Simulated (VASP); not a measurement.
# KZnF3 (P1) in VASP: single point with PBE+D3(BJ)

Aim: the single point of KZnF3 with PBE+D3(BJ).

All numbers are computed with VASP 6.6.1; they aren't measurements. Logs are shortened: lines on timing, memory, paths and dates and some standing lists are left out, and cuts for length are marked.

## Step 1: The cell of the first run

The typed cell holds 10 atoms: a = 8.100 Å, b = 4.050 Å, c = 4.050 Å, α = 90.00°, β = 90.00°, γ = 90.00°.

## Step 2: Single point, PBE+D3(BJ)

INCAR reads:

```
PREC = Accurate
ENCUT = 520
EDIFF = 1E-6
ISMEAR = -1
SIGMA = 0.1
LREAL = False
LASPH = True
NELM = 120
ALGO = Normal
ISIF = 2
LWAVE = False
LCHARG = True
GGA = PE
IVDW = 12
LELF = True
LVHAR = True
NBANDS = 53
GGA_COMPAT = False
```

KPOINTS reads:

```
Automatic mesh
0
Gamma
  1 2 2
```

POSCAR reads:

```
KZnF3
1.0
    8.1000000000      0.0000000000      0.0000000000
    0.0000000000      4.0500000000      0.0000000000
    0.0000000000      0.0000000000      4.0500000000
K Zn F
2 2 6
Direct
    0.0043628395      0.0035224691     -0.0097407407
    0.5117587654      0.0013701235     -0.0373916049
    0.2464909877      0.4932241975      0.5081696296
    0.7491591358      0.4714491358      0.5204965432
    0.2529146914      0.5208582716     -0.0186153086
    0.0093502469      0.4921570370      0.4993325926
    0.2555059259      0.0178135802      0.5335797531
    0.7452045679      0.5587881481     -0.0033637037
    0.4889488889      0.5044674074      0.5035251852
    0.7298670370      0.0174177778      0.4838886420
```

Potentials or basis: VASP PAW PBE potentials, release 64 (K_sv, Zn, F).

Started as:

```
$ cat potpaw_PBE.64/K_sv/POTCAR potpaw_PBE.64/Zn/POTCAR potpaw_PBE.64/F/POTCAR > POTCAR
$ mpirun -np 1 vasp_std > vasp.out
```

OUTCAR:

```text
PREC = Accurate
   ENCUT = 520
   EDIFF = 1E-6
   ISMEAR = -1
   LREAL = False
   LASPH = True
   NELM = 120
   ISIF = 2
   GGA = PE
   IVDW = 12
 IVDW          = 12

 ion  position               nearest neighbor table
   1  0.004  0.004  0.990-   7 2.75   8 2.77   6 2.81   5 2.81   6 2.86   4 3.39   3 3.40
   2  0.512  0.001  0.963-   8 2.61  10 2.62   7 2.71   9 2.75  10 2.75   9 2.76   4 3.24   4 3.39

   3  0.246  0.493  0.508-   5 1.92   6 1.92   7 1.93   9 1.96   7 2.13   5 2.14   1 3.40
   4  0.749  0.471  0.520-  10 1.85   8 1.96   6 2.11   9 2.11   8 2.15  10 2.22   2 3.24   1 3.39
                             2 3.39
   5  0.253  0.521  0.981-   3 1.92   3 2.14   1 2.81
   6  0.009  0.492  0.499-   3 1.92   4 2.11   1 2.81   1 2.86
   7  0.256  0.018  0.534-   3 1.93   3 2.13   2 2.71   1 2.75
   8  0.745  0.559  0.997-   4 1.96   4 2.15   2 2.61   1 2.77
   9  0.489  0.504  0.504-   3 1.96   4 2.11   2 2.75   2 2.76
  10  0.730  0.017  0.484-   4 1.85   4 2.22   2 2.62   2 2.75

  LATTYP: Found a simple tetragonal cell.
 ALAT       =     4.0500000000
 C/A-ratio  =     2.0000000000

  Lattice vectors:

 A1 = (   0.0000000000,   4.0500000000,   0.0000000000)
 A2 = (   0.0000000000,   0.0000000000,   4.0500000000)
 A3 = (   8.1000000000,   0.0000000000,   0.0000000000)

Analysis of symmetry for initial positions (statically):
=====================================================================
 Subroutine PRICEL returns:
 Original cell was already a primitive cell.

 Routine SETGRP: Setting up the symmetry group for a
 simple tetragonal supercell.

 Subroutine GETGRP returns: Found  1 space group operations
 (whereof  1 operations were pure point group operations)
 out of a pool of 16 trial point group operations.

The static configuration has the point symmetry C_1 .

Analysis of symmetry for dynamics (positions and initial velocities):
=====================================================================
 Subroutine PRICEL returns:
 Original cell was already a primitive cell.

 Routine SETGRP: Setting up the symmetry group for a
 simple tetragonal supercell.

 Subroutine GETGRP returns: Found  1 space group operations
 (whereof  1 operations were pure point group operations)
 out of a pool of 16 trial point group operations.

The dynamic configuration has the point symmetry C_1 .

 Subroutine INISYM returns: Found  1 space group operations
 (whereof  1 operations are pure point group operations),
 and found     1 'primitive' translations

----------------------------------------------------------------------------------------

                                     Primitive cell

  volume of cell :     132.8602

  direct lattice vectors                    reciprocal lattice vectors
     8.100000000  0.000000000  0.000000000     0.123456790  0.000000000  0.000000000
     0.000000000  4.050000000  0.000000000     0.000000000  0.246913580  0.000000000
     0.000000000  0.000000000  4.050000000     0.000000000  0.000000000  0.246913580

  length of vectors
     8.100000000  4.050000000  4.050000000     0.123456790  0.246913580  0.246913580

  position of ions in fractional coordinates (direct lattice)
     0.004362839  0.003522469  0.990259259
     0.511758765  0.001370124  0.962608395
     0.246490988  0.493224197  0.508169630
     0.749159136  0.471449136  0.520496543
     0.252914691  0.520858272  0.981384691
     0.009350247  0.492157037  0.499332593
     0.255505926  0.017813580  0.533579753
     0.745204568  0.558788148  0.996636296
     0.488948889  0.504467407  0.503525185
     0.729867037  0.017417778  0.483888642

  ion indices of the primitive-cell ions
   primitive index   ion index
                 1           1
                 2           2
                 3           3
                 4           4
                 5           5
                 6           6
                 7           7
                 8           8
                 9           9
                10          10

----------------------------------------------------------------------------------------

 KPOINTS: Automatic mesh

Automatic generation of k-mesh.
 Grid dimensions read from file:
 generate k-points for:    1    2    2

 Generating k-lattice:

  Cartesian coordinates                     Fractional coordinates (reciprocal lattice)
     0.123456790  0.000000000  0.000000000     1.000000000  0.000000000  0.000000000
     0.000000000  0.123456790  0.000000000     0.000000000  0.500000000  0.000000000
     0.000000000  0.000000000  0.123456790     0.000000000  0.000000000  0.500000000

  Length of vectors
     0.123456790  0.123456790  0.123456790

  Shift w.r.t. Gamma in fractional coordinates (k-lattice)
     0.000000000  0.000000000  0.000000000

 Subroutine IBZKPT returns following result:
 ===========================================

 Found      4 irreducible k-points:

 Following reciprocal coordinates:
            Coordinates               Weight
  0.000000  0.000000  0.000000      1.000000
  0.000000  0.500000  0.000000      1.000000
  0.000000  0.000000  0.500000      1.000000
  0.000000  0.500000  0.500000      1.000000
   k-points           NKPTS =      4   k-points in BZ     NKDIM =      4   number of bands    NBANDS=     53
   number of dos      NEDOS =    301   number of ions     NIONS =     10
   total plane-waves  NPLWV =  54000
   dimension x,y,z NGX =    60 NGY =   30 NGZ =   30
   dimension x,y,z NGXF=   120 NGYF=   60 NGZF=   60
   ions per type =               2   2   6
   NGX,Y,Z   is equivalent  to a cutoff of  12.31, 12.31, 12.31 a.u.
   NGXF,Y,Z  is equivalent  to a cutoff of  24.63, 24.63, 24.63 a.u.
 SYSTEM =  unknown system
   PREC   = accura    normal or accurate (medium, high low for compatibility)
   ISTART =      0    job   : 0-new  1-cont  2-samecut
   ICHARG =      2    charge: 1-file 2-atom 10-const
   ISPIN  =      1    spin polarized calculation?
   LNONCOLLINEAR =      F non collinear calculations
   LSORBIT =      F    spin-orbit coupling
   LASPH  =      T    aspherical Exc in radial PAW
   ENCUT  =  520.0 eV  38.22 Ry    6.18 a.u.  15.06  7.53  7.53*2*pi/ulx,y,z
   NELM   =    120;   NELMIN=  2; NELMDL= -5     # of ELM steps
   EDIFF  = 0.1E-05   stopping-criterion for ELM
   LREAL  =      F    real-space projection
   EDIFFG = 0.1E-04   stopping-criterion for IOM
   NSW    =      0    number of steps for IOM
   IBRION =     -1    ionic relax: 0-MD 1-quasi-New 2-CG
   NFREE  =      0    steps in history (QN), initial steepest desc. (CG)
   ISIF   =      2    stress and relaxation
   ISYM   =      2    0-nonsym 1-usesym 2-fastsym
   POTIM  = 0.5000    time-step for ionic-motion
   TEBEG  =    0.0;   TEEND  =   0.0 temperature during run
   PSTRESS=    0.0 pullay stress
   NELECT =      84.0000    total number of electrons
   NUPDOWN=      -1.0000    fix difference up-down
   EMIN   =  10.00;   EMAX   =-10.00  energy-range for DOS
   EFERMI =   0.00;   METHOD = LEGACY
   ISMEAR =    -1;   SIGMA  =   0.10  broadening in eV -4-tet -1-fermi 0-gaus
   EFERMI_NEDOS =   21; number of points for ismear=-14 and -15
   IALGO  =     38    algorithm
   IMIX   =      4    mixing-type and parameters
     AMIX     =   0.40;   BMIX     =  1.00
     AMIX_MAG =   1.60;   BMIX_MAG =  1.00
  volume/ion in A,a.u.               =      13.29        89.66
  Fermi-wavevector in a.u.,A,eV,Ry     =   1.405086  2.655228 26.861528  1.974267
  Thomas-Fermi vector in A             =   2.527583
   LORBIT       =      0    0 simple, 1 ext, 2 COOP (PROOUT), +10 PAW based schemes
   GGA     = PE    functional components
   LHFCALC =     F    Hartree Fock is set to
   AEXX    =    0.0000 exact exchange contribution
   IVDW    =    12    specifies the selected vdW correction
   LEPSILON=     F    determine dielectric tensor
   LRPA    =     F    only Hartree local field effects (RPA)
 non-spin polarized calculation
  energy-cutoff  :      520.00
  volume of cell :      132.86
 maximum number of plane-waves:      3591
   NGX = 31   NGY = 15   NGZ = 15

 number of electron      83.9999974 magnetization

 Free energy of the ion-electron system (eV)
  ---------------------------------------------------
  ext. energy  EPLUGINS =         0.00000000
  ---------------------------------------------------
  free energy    TOTEN  =       -39.93574765 eV

  energy without entropy =      -39.93574743  energy(sigma->0) =      -39.93574754

 E-fermi :   1.2875     XC(G=0):  -9.8638

 val. band max:       -0.3187494597   @ k =   0.0000   0.5000   0.5000
 cond. band min:       2.8734645454   @ k =   0.0000   0.0000   0.0000
 fundamental gap:      3.1922140051
 Fermi energy:         1.2874543572

 k-point     1 :       0.0000    0.0000    0.0000
  band No.  band energies     occupation
      1     -28.1393      2.00000
      2     -27.5045      2.00000
      3     -22.6578      2.00000
      4     -22.3239      2.00000
      5     -22.1106      2.00000
      6     -21.8556      2.00000
[... 45 lines left out ...]
     52      10.1532      0.00000
     53      10.5053      0.00000

 k-point     2 :       0.0000    0.5000    0.0000
  band No.  band energies     occupation
      1     -28.1208      2.00000
      2     -27.4834      2.00000
      3     -22.4304      2.00000
      4     -22.4029      2.00000
      5     -22.1916      2.00000
      6     -21.6889      2.00000
[... 45 lines left out ...]
     52      10.3527      0.00000
     53      10.7130      0.00000

 k-point     3 :       0.0000    0.0000    0.5000
  band No.  band energies     occupation
      1     -28.1213      2.00000
      2     -27.4820      2.00000
      3     -22.5383      2.00000
      4     -22.3014      2.00000
      5     -22.2000      2.00000
      6     -21.7257      2.00000
[... 45 lines left out ...]
     52      10.4835      0.00000
     53      10.8025      0.00000

 k-point     4 :       0.0000    0.5000    0.5000
  band No.  band energies     occupation
      1     -28.1084      2.00000
      2     -27.4666      2.00000
      3     -22.4228      2.00000
      4     -22.2960      2.00000
      5     -22.2016      2.00000
      6     -21.5715      2.00000
[... 45 lines left out ...]
     52      10.6989      0.00000
     53      10.8558      0.00000

------------------------ aborting loop because EDIFF is reached ----------------------------------------

 Edisp (eV)   -1.56929

 E8    (eV) :    -0.6456

  FORCE on cell =-STRESS in cart. coord.  units (eV):
  Direction    XX          YY          ZZ          XY          YZ          ZX
  --------------------------------------------------------------------------------------
  -------------------------------------------------------------------------------------
  Total       3.83298     5.40213     3.55850    -0.02284     0.42907    -0.12167
  in kB      46.22230    65.14488    42.91242    -0.27544     5.17423    -1.46718
  external pressure =       51.43 kB  Pullay stress =        0.00 kB

 VOLUME and BASIS-vectors are now :
 -----------------------------------------------------------------------------
  energy-cutoff  :      520.00
  volume of cell :      132.86
      direct lattice vectors                 reciprocal lattice vectors
     8.100000000  0.000000000  0.000000000     0.123456790  0.000000000  0.000000000
     0.000000000  4.050000000  0.000000000     0.000000000  0.246913580  0.000000000
     0.000000000  0.000000000  4.050000000     0.000000000  0.000000000  0.246913580

 POSITION                                       TOTAL-FORCE (eV/Angst)
 -----------------------------------------------------------------------------------
      0.03534      0.01427      4.01055         0.188986     -0.058500      0.145198
      4.14525      0.00555      3.89856        -0.609284      0.041320      0.402934
      1.99658      1.99756      2.05809         0.780896      0.810239     -1.033580
      6.06819      1.90937      2.10801        -0.219440      1.772093     -0.696125
      2.04861      2.10948      3.97461        -0.200939      0.046608      1.524488
      0.07574      1.99324      2.02230        -1.610519      0.106461     -0.132207
      2.06960      0.07214      2.16100        -0.257948     -0.994045     -0.393740
      6.03616      2.26309      4.03638         0.350797     -0.385078      0.460369
      3.96049      2.04309      2.03928         1.126970      0.066077     -0.197061
      5.91192      0.07054      1.95975         0.450482     -1.405175     -0.080277
 -----------------------------------------------------------------------------------
    total drift:                                0.002696     -0.000010     -0.000645

  FREE ENERGIE OF THE ION-ELECTRON SYSTEM (eV)
  ---------------------------------------------------
  free  energy   TOTEN  =       -41.5050328672 eV

  energy  without entropy=      -41.5050326445  energy(sigma->0) =      -41.50503276
```

Run time: 43 s. Hardware: 1 thread of Intel Xeon Platinum 8375C at 2.90GHz (Ice Lake), shared host; peak memory 0.24 GiB.

What came out:

| Item | Value |
| --- | --- |
| Free energy | -41.5050 eV |
| Pressure | 5.1 GPa |
| Largest force | 1.917 eV/Å |
| Band gap on the k mesh | 3.19 eV (least direct gap 4.81 eV) |
| Dispersion energy per atom | -0.157 eV |

Forces in eV/Å, atoms in the order of the input:
```
K    0.189 -0.059  0.145
K   -0.609  0.041  0.403
Zn   0.781  0.810 -1.034
Zn  -0.219  1.772 -0.696
F   -0.201  0.047  1.524
F   -1.611  0.106 -0.132
F   -0.258 -0.994 -0.394
F    0.351 -0.385  0.460
F    1.127  0.066 -0.197
F    0.450 -1.405 -0.080
```

Caveat: the k points lie up to 0.78 Å⁻¹ apart; three body term missing; an odd mesh through Γ misses points on the zone boundary, where band edges can lie; forces of over 1 eV/Å act on the atoms, so gaps and moduli don't describe the material at rest.
